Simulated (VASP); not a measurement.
# Ag in VASP: further runs

The runs below take Ag through electric field gradients, with PBE.

Everything below comes from runs of VASP 6.6.1. Logs are shortened: lines on timing, memory, paths and dates and some standing lists are left out, and cuts for length are marked.

## Step 1: The cell of the first run

It takes space group Fm-3m (No. 225, cubic). Conventional cell: a = 4.166 Å, b = 4.166 Å, c = 4.166 Å, α = 90.00°, β = 90.00°, γ = 90.00°. Within 3.9 Å of Ag (site symmetry m-3m) lie 12 Ag at 2.95 Å.

## Step 2: Electric field gradients, PBE (volume scaled by 1.06)

File INCAR:

```
ALGO = Normal
EDIFF = 1E-8
ENCUT = 520
GGA = PE
ISIF = 2
ISMEAR = -1
LASPH = True
LCHARG = False
LEFG = True
LREAL = False
LWAVE = False
NBANDS = 12
NELM = 100
PREC = Accurate
SIGMA = 0.05
```

File KPOINTS:

```
k-points
0
Gamma
  15 15 15
```

File POSCAR:

```
Ag
1.0
    0.0000000000      2.0831709575      2.0831709575
    2.0831709575      0.0000000000      2.0831709575
    2.0831709575      2.0831709575      0.0000000000
Ag
1
Direct
    0.0000000000      0.0000000000      0.0000000000
```

Potentials or basis: VASP PAW PBE potentials, release 64 (Ag).

Run with:

```
$ cat potpaw_PBE.64/Ag/POTCAR > POTCAR
$ mpirun -np 1 vasp_std > vasp.out
```

OUTCAR:

```text
EDIFF = 1E-8
   ENCUT = 520
   GGA = PE
   ISIF = 2
   ISMEAR = -1
   LASPH = True
   LREAL = False
   NELM = 100
   PREC = Accurate

 ion  position               nearest neighbor table
   1  0.000  0.000  0.000-

  LATTYP: Found a face centered cubic cell.
 ALAT       =     4.1663419150

  Lattice vectors:

 A1 = (   0.0000000000,   2.0831709575,   2.0831709575)
 A2 = (   2.0831709575,   0.0000000000,   2.0831709575)
 A3 = (   2.0831709575,   2.0831709575,   0.0000000000)

Analysis of symmetry for initial positions (statically):
=====================================================================
 Subroutine PRICEL returns:
 Original cell was already a primitive cell.

 Routine SETGRP: Setting up the symmetry group for a
 face centered cubic supercell.

 Subroutine GETGRP returns: Found 48 space group operations
 (whereof 48 operations were pure point group operations)
 out of a pool of 48 trial point group operations.

The static configuration has the point symmetry O_h .

Analysis of symmetry for dynamics (positions and initial velocities):
=====================================================================
 Subroutine PRICEL returns:
 Original cell was already a primitive cell.

 Routine SETGRP: Setting up the symmetry group for a
 face centered cubic supercell.

 Subroutine GETGRP returns: Found 48 space group operations
 (whereof 48 operations were pure point group operations)
 out of a pool of 48 trial point group operations.

The dynamic configuration has the point symmetry O_h .

 Subroutine INISYM returns: Found 48 space group operations
 (whereof 48 operations are pure point group operations),
 and found     1 'primitive' translations

----------------------------------------------------------------------------------------

                                     Primitive cell

  volume of cell :      18.0803

  direct lattice vectors                    reciprocal lattice vectors
     0.000000000  2.083170958  2.083170958    -0.240018707  0.240018707  0.240018707
     2.083170958  0.000000000  2.083170958     0.240018707 -0.240018707  0.240018707
     2.083170958  2.083170958  0.000000000     0.240018707  0.240018707 -0.240018707

[... 117 lines left out ...]
   NGX = 11   NGY = 11   NGZ = 11

 number of electron      11.0000000 magnetization

 Free energy of the ion-electron system (eV)
  ---------------------------------------------------
  ext. energy  EPLUGINS =         0.00000000
  ---------------------------------------------------
  free energy    TOTEN  =        -2.71417028 eV

  energy without entropy =       -2.71031563  energy(sigma->0) =       -2.71224295

 E-fermi :   7.7658     XC(G=0): -11.8634

 val. band max:        7.7422599274   @ k =   0.4667   0.4000   0.0667
 cond. band min:       7.7735601548   @ k =  -0.2667   0.2667   0.0667
 fundamental gap:      0.0313002274
 Fermi energy:         7.7658419565

 k-point     1 :       0.0000    0.0000    0.0000
  band No.  band energies     occupation
      1       0.2944      2.00000
      2       3.0359      2.00000
      3       3.0359      2.00000
      4       3.0359      2.00000
      5       3.9667      2.00000
      6       3.9667      2.00000
      7      23.5267      0.00000
      8      26.7581      0.00000
      9      26.7581      0.00000
     10      26.7581      0.00000
     11      31.4294      0.00000
     12      32.2101      0.00000
[... 331 lines left out ...]
 k-point    24 :       0.2000    0.1333    0.0000
  band No.  band energies     occupation
      1       1.3779      2.00000
      2       2.6843      2.00000
      3       3.3620      2.00000
      4       3.3924      2.00000
      5       3.7571      2.00000
      6       4.1388      2.00000
      7      22.2645      0.00000
      8      23.9840      0.00000
      9      24.1153      0.00000
     10      25.7413      0.00000
     11      28.7591      0.00000
     12      32.2477      0.00000

 [... further k-points ...]
[... 5 lines left out ...]
  --------------------------------------------------------------------------------------
  -------------------------------------------------------------------------------------
  Total       -0.1475255     -0.1475255     -0.1475255     -0.0000000      0.0000000      0.0000000
  in kB      -13.0729335    -13.0729335    -13.0729335     -0.0000000      0.0000000      0.0000000
  external PRESSURE =     -13.0729335 kB  Pullay stress =       0.0000000 kB

 VOLUME and BASIS-vectors are now :
 -----------------------------------------------------------------------------
  energy-cutoff  :      520.00
  volume of cell :       18.08
      direct lattice vectors                 reciprocal lattice vectors
     0.000000000  2.083170958  2.083170958    -0.240018707  0.240018707  0.240018707
     2.083170958  0.000000000  2.083170958     0.240018707 -0.240018707  0.240018707
     2.083170958  2.083170958  0.000000000     0.240018707  0.240018707 -0.240018707

 POSITION                                       TOTAL-FORCE (eV/Angst)
 -----------------------------------------------------------------------------------
      0.00000      0.00000      0.00000         0.000000      0.000000      0.000000
 -----------------------------------------------------------------------------------
    total drift:                               -0.000000      0.000000      0.000000

  FREE ENERGIE OF THE ION-ELECTRON SYSTEM (eV)
  ---------------------------------------------------
  free  energy   TOTEN  =        -2.7141702818 eV

  energy  without entropy=       -2.7103156267  energy(sigma->0) =       -2.71224295

 Electric field gradients (V/A^2)
---------------------------------------------------------------------
 ion       V_xx      V_yy      V_zz      V_xy      V_xz      V_yz
---------------------------------------------------------------------
   1      -0.000     0.000     0.000     0.000     0.000     0.000
---------------------------------------------------------------------

 Electric field gradients after diagonalization (V/A^2)
 (convention: |V_zz| > |V_xx| > |V_yy|)
----------------------------------------------------------------------
 ion       V_xx      V_yy      V_zz     asymmetry (V_yy - V_xx)/ V_zz
----------------------------------------------------------------------
   1      -0.000    -0.000     0.001       0.000
----------------------------------------------------------------------

           NMR quadrupolar parameters

 Cq : quadrupolar parameter    Cq=e*Q*V_zz/h
 eta: asymmetry parameters     (V_yy - V_xx)/ V_zz
 Q  : nuclear electric quadrupole moment in mb (millibarn)
----------------------------------------------------------------------
 ion       Cq(MHz)       eta       Q (mb)
----------------------------------------------------------------------
   1       0.000       0.000       1.000
----------------------------------------------------------------------
```

OSZICAR:

```text
N       E                     dE             d eps       ncg     rms          rms(c)
DAV:   1     0.530110527403E+02    0.53011E+02   -0.54425E+03  2896   0.818E+02
DAV:   2    -0.208691093939E+01   -0.55098E+02   -0.51976E+02  3392   0.192E+02
DAV:   3    -0.295079720925E+01   -0.86389E+00   -0.86339E+00  3400   0.258E+01
DAV:   4    -0.295338836909E+01   -0.25912E-02   -0.25911E-02  3344   0.150E+00
DAV:   5    -0.295340926950E+01   -0.20900E-04   -0.20900E-04  3404   0.121E-01    0.448E+00
DAV:   6    -0.272249712971E+01    0.23091E+00   -0.95297E-01  3140   0.864E+00    0.300E+00
DAV:   7    -0.271654299498E+01    0.59541E-02   -0.68012E-03  3364   0.797E-01    0.173E+00
DAV:   8    -0.271415677346E+01    0.23862E-02   -0.70484E-04  3208   0.208E-01    0.755E-02
DAV:   9    -0.271416508849E+01   -0.83150E-05   -0.81465E-06  3432   0.206E-02    0.247E-02
DAV:  10    -0.271417066665E+01   -0.55782E-05   -0.39958E-06  3228   0.190E-02    0.436E-03
DAV:  11    -0.271417032662E+01    0.34003E-06   -0.74806E-08  3460   0.218E-03    0.756E-04
DAV:  12    -0.271417027959E+01    0.47023E-07   -0.40289E-09  2412   0.555E-04    0.860E-05
DAV:  13    -0.271417028185E+01   -0.22515E-08   -0.12192E-10  1772   0.105E-04
   1 F= -.27141703E+01 E0= -.27122430E+01  d E =-.385466E-02
```

stdout:

```text
POSCAR found type information on POSCAR Ag
 POSCAR found :  1 types and       1 ions
 scaLAPACK will be used
 LDA part: xc-table for (Slater+PW92), standard interpolation
 POSCAR, INCAR and KPOINTS ok, starting setup
 FFT: planning ... GRIDC
 FFT: planning ... GRID_SOFT
 FFT: planning ... GRID
 WAVECAR not read
 entering main loop
ion   1
```

Run time: 7.8 s. Hardware: 1 thread of Intel Xeon 6975P-C (Granite Rapids), shared host; peak memory 0.15 GiB.

Results:

| Item | Value |
| --- | --- |
| Free energy | -2.7142 eV |
| Pressure | -1.3 GPa |

Caveat: without QUAD_EFG the Cq values of the log hold for a quadrupole moment of 1 mb, not for the nuclei.

## Step 3: Electric field gradients, PBE (equal xy, yz and zx shear strains of -3 %)

File INCAR:

```
SYSTEM = Ag
  ALGO = Normal
  EDIFF = 1E-8
  ENCUT = 520
  GGA = PE
  ISIF = 2
  ISMEAR = -1
  LASPH = .True.
  LCHARG = .False.
  LEFG = .True.
  LREAL = .False.
  LWAVE = .False.
  NBANDS = 12
  NELM = 60
  PREC = Accurate
  SIGMA = 0.05
```

File KPOINTS:

```
k-points
0
Gamma
  15 15 15
  0 0 0
```

File POSCAR:

```
Ag
1.0
   -0.0612930000      2.0124535000      2.0124535000
    2.0124535000     -0.0612930000      2.0124535000
    2.0124535000      2.0124535000     -0.0612930000
Ag
1
Direct
    0.0000000000      0.0000000000      0.0000000000
```

Potentials or basis: VASP PAW PBE potentials, release 64 (Ag).

Run with:

```
$ cat potpaw_PBE.64/Ag/POTCAR > POTCAR
$ mpirun -np 1 vasp_std > vasp.out
```

OUTCAR:

```text
SYSTEM = Ag
   EDIFF = 1E-8
   ENCUT = 520
   GGA = PE
   ISIF = 2
   ISMEAR = -1
   LASPH = .True.
   LREAL = .False.
   NELM = 60
   PREC = Accurate

 ion  position               nearest neighbor table
   1  0.000  0.000  0.000-

  LATTYP: Found a trigonal (rhomboedric) cell.
 ALAT       =     2.8466989674
 COS(alpha) =     0.4693254694

  Lattice vectors:

 A1 = (  -0.0612930000,   2.0124535000,   2.0124535000)
 A2 = (   2.0124535000,  -0.0612930000,   2.0124535000)
 A3 = (   2.0124535000,   2.0124535000,  -0.0612930000)

Analysis of symmetry for initial positions (statically):
=====================================================================
 Subroutine PRICEL returns:
 Original cell was already a primitive cell.

 Routine SETGRP: Setting up the symmetry group for a
 trigonal (rhombohedral) supercell.

 Subroutine GETGRP returns: Found 12 space group operations
 (whereof 12 operations were pure point group operations)
 out of a pool of 12 trial point group operations.

The static configuration has the point symmetry D_3d.

Analysis of symmetry for dynamics (positions and initial velocities):
=====================================================================
 Subroutine PRICEL returns:
 Original cell was already a primitive cell.

 Routine SETGRP: Setting up the symmetry group for a
 trigonal (rhombohedral) supercell.

 Subroutine GETGRP returns: Found 12 space group operations
 (whereof 12 operations were pure point group operations)
 out of a pool of 12 trial point group operations.

The dynamic configuration has the point symmetry D_3d.

 Subroutine INISYM returns: Found 12 space group operations
 (whereof 12 operations are pure point group operations),
 and found     1 'primitive' translations

----------------------------------------------------------------------------------------

                                     Primitive cell

  volume of cell :      17.0452

  direct lattice vectors                    reciprocal lattice vectors
    -0.061293000  2.012453500  2.012453500    -0.237381011  0.244838006  0.244838006
     2.012453500 -0.061293000  2.012453500     0.244838006 -0.237381011  0.244838006
     2.012453500  2.012453500 -0.061293000     0.244838006  0.244838006 -0.237381011

  length of vectors
     2.846698967  2.846698967  2.846698967     0.419810723  0.419810723  0.419810723

  position of ions in fractional coordinates (direct lattice)
     0.000000000  0.000000000  0.000000000

  ion indices of the primitive-cell ions
   primitive index   ion index
                 1           1

----------------------------------------------------------------------------------------

 KPOINTS: k-points

Automatic generation of k-mesh.
 Grid dimensions read from file:
 generate k-points for:   15   15   15

 Generating k-lattice:

  Cartesian coordinates                     Fractional coordinates (reciprocal lattice)
    -0.015825401  0.016322534  0.016322534     0.066666667  0.000000000  0.000000000
[... 72 lines left out ...]
   EMIN   =  10.00;   EMAX   =-10.00  energy-range for DOS
   EFERMI =   0.00;   METHOD = LEGACY
   ISMEAR =    -1;   SIGMA  =   0.05  broadening in eV -4-tet -1-fermi 0-gaus
   EFERMI_NEDOS =   21; number of points for ismear=-14 and -15
   IALGO  =     38    algorithm
   IMIX   =      4    mixing-type and parameters
     AMIX     =   0.40;   BMIX     =  1.00
     AMIX_MAG =   1.60;   BMIX_MAG =  1.00
  volume/ion in A,a.u.               =      17.05       115.03
  Fermi-wavevector in a.u.,A,eV,Ry     =   1.414723  2.673439 27.231271  2.001442
  Thomas-Fermi vector in A             =   2.536236
   LORBIT       =      0    0 simple, 1 ext, 2 COOP (PROOUT), +10 PAW based schemes
   GGA     = PE    functional components
   LHFCALC =     F    Hartree Fock is set to
   AEXX    =    0.0000 exact exchange contribution
   IVDW    =     0    specifies the selected vdW correction
   LEPSILON=     F    determine dielectric tensor
   LRPA    =     F    only Hartree local field effects (RPA)
 non-spin polarized calculation
  energy-cutoff  :      520.00
  volume of cell :       17.05
 maximum number of plane-waves:       478
 NGX is ok and might be reduce to    24
   NGX = 11   NGY = 11   NGZ = 11

 number of electron      10.9999998 magnetization

 Free energy of the ion-electron system (eV)
  ---------------------------------------------------
  ext. energy  EPLUGINS =         0.00000000
  ---------------------------------------------------
  free energy    TOTEN  =        -2.69995192 eV

  energy without entropy =       -2.69756492  energy(sigma->0) =       -2.69875842

 E-fermi :   8.5269     XC(G=0): -12.2105

 val. band max:        8.5264617778   @ k =  -0.2667  -0.2667   0.2000
 cond. band min:       8.5367748197   @ k =  -0.1333   0.4000   0.0667
 fundamental gap:      0.0103130419
 Fermi energy:         8.5269285465

 k-point     1 :       0.0000    0.0000    0.0000
  band No.  band energies     occupation
      1       0.6641      2.00000
      2       3.5062      2.00000
      3       3.5062      2.00000
      4       3.8207      2.00000
      5       4.6755      2.00000
      6       4.6755      2.00000
      7      24.3845      0.00000
      8      27.5416      0.00000
      9      27.5416      0.00000
     10      29.1643      0.00000
     11      32.7115      0.00000
     12      33.5367      0.00000
[... 331 lines left out ...]
 k-point    24 :       0.2000    0.1333    0.0000
  band No.  band energies     occupation
      1       1.7927      2.00000
      2       3.2164      2.00000
      3       3.8733      2.00000
      4       4.1212      2.00000
      5       4.4183      2.00000
      6       4.8600      2.00000
      7      23.1318      0.00000
      8      25.0658      0.00000
      9      26.2852      0.00000
     10      26.7394      0.00000
     11      30.6538      0.00000
     12      33.4756      0.00000

 [... further k-points ...]

------------------------ aborting loop because EDIFF is reached ----------------------------------------

  FORCE on cell =-STRESS in cart. coord.  units (eV):
  Direction    XX          YY          ZZ          XY          YZ          ZX
  --------------------------------------------------------------------------------------
  -------------------------------------------------------------------------------------
  Total        0.5101314      0.5101314      0.5101314      0.1207381      0.1207381      0.1207381
  in kB       47.9501489     47.9501489     47.9501489     11.3488593     11.3488593     11.3488593
  external PRESSURE =      47.9501489 kB  Pullay stress =       0.0000000 kB

 VOLUME and BASIS-vectors are now :
 -----------------------------------------------------------------------------
  energy-cutoff  :      520.00
  volume of cell :       17.05
      direct lattice vectors                 reciprocal lattice vectors
    -0.061293000  2.012453500  2.012453500    -0.237381011  0.244838006  0.244838006
     2.012453500 -0.061293000  2.012453500     0.244838006 -0.237381011  0.244838006
     2.012453500  2.012453500 -0.061293000     0.244838006  0.244838006 -0.237381011

 POSITION                                       TOTAL-FORCE (eV/Angst)
 -----------------------------------------------------------------------------------
      0.00000      0.00000      0.00000         0.000000      0.000000      0.000000
 -----------------------------------------------------------------------------------
    total drift:                               -0.000000      0.000000     -0.000000

  FREE ENERGIE OF THE ION-ELECTRON SYSTEM (eV)
  ---------------------------------------------------
  free  energy   TOTEN  =        -2.6999519176 eV

  energy  without entropy=       -2.6975649200  energy(sigma->0) =       -2.69875842

 Electric field gradients (V/A^2)
---------------------------------------------------------------------
 ion       V_xx      V_yy      V_zz      V_xy      V_xz      V_yz
---------------------------------------------------------------------
   1       0.000    -0.000    -0.000    -2.119    -2.119    -2.119
---------------------------------------------------------------------

 Electric field gradients after diagonalization (V/A^2)
 (convention: |V_zz| > |V_xx| > |V_yy|)
----------------------------------------------------------------------
 ion       V_xx      V_yy      V_zz     asymmetry (V_yy - V_xx)/ V_zz
----------------------------------------------------------------------
   1       2.119     2.119    -4.238       0.000
----------------------------------------------------------------------

           NMR quadrupolar parameters

 Cq : quadrupolar parameter    Cq=e*Q*V_zz/h
 eta: asymmetry parameters     (V_yy - V_xx)/ V_zz
 Q  : nuclear electric quadrupole moment in mb (millibarn)
----------------------------------------------------------------------
 ion       Cq(MHz)       eta       Q (mb)
----------------------------------------------------------------------
   1      -0.010       0.000       1.000
----------------------------------------------------------------------
```

OSZICAR:

```text
N       E                     dE             d eps       ncg     rms          rms(c)
DAV:   1     0.525368406456E+02    0.52537E+02   -0.55077E+03  8312   0.829E+02
DAV:   2    -0.213706391117E+01   -0.54674E+02   -0.51678E+02  9464   0.195E+02
DAV:   3    -0.295435847708E+01   -0.81729E+00   -0.81665E+00  9776   0.251E+01
DAV:   4    -0.295683500423E+01   -0.24765E-02   -0.24764E-02  9552   0.145E+00
DAV:   5    -0.295685455459E+01   -0.19550E-04   -0.19549E-04  9676   0.116E-01    0.525E+00
DAV:   6    -0.271128864360E+01    0.24557E+00   -0.95760E-01  9112   0.878E+00    0.340E+00
DAV:   7    -0.270292033158E+01    0.83683E-02   -0.10131E-02  9624   0.951E-01    0.191E+00
DAV:   8    -0.269993975413E+01    0.29806E-02   -0.70918E-04  9348   0.196E-01    0.906E-02
DAV:   9    -0.269994701525E+01   -0.72611E-05   -0.98816E-06  9644   0.250E-02    0.253E-02
DAV:  10    -0.269995240996E+01   -0.53947E-05   -0.42199E-06  9468   0.193E-02    0.568E-03
DAV:  11    -0.269995197039E+01    0.43956E-06   -0.10289E-07  9692   0.267E-03    0.728E-04
DAV:  12    -0.269995191891E+01    0.51487E-07   -0.39018E-09  6392   0.558E-04    0.435E-05
DAV:  13    -0.269995191756E+01    0.13511E-08   -0.10950E-10  4864   0.102E-04
   1 F= -.26999519E+01 E0= -.26987584E+01  d E =-.238700E-02
```

stdout:

```text
POSCAR found type information on POSCAR Ag
 POSCAR found :  1 types and       1 ions
 scaLAPACK will be used
 LDA part: xc-table for (Slater+PW92), standard interpolation
 POSCAR, INCAR and KPOINTS ok, starting setup
 FFT: planning ... GRIDC
 FFT: planning ... GRID_SOFT
 FFT: planning ... GRID
 WAVECAR not read
 entering main loop
ion   1
```

It took 21 s on 1 thread of Intel Xeon 6975P-C (Granite Rapids), shared host; peak memory 0.19 GiB.

What came out:

| Property | Result |
| --- | --- |
| Free energy | -2.7000 eV |
| Pressure | 4.8 GPa |

Electric field gradients, principal values (V/Å²):
```csv
atom,least,middle,greatest (by size)
1 Ag,2.119,2.119,-4.238
```

Caveat: the cell differs from its parent crystal (equal xy, yz and zx shear strains of -3 %); without QUAD_EFG the Cq values of the log hold for a quadrupole moment of 1 mb, not for the nuclei.
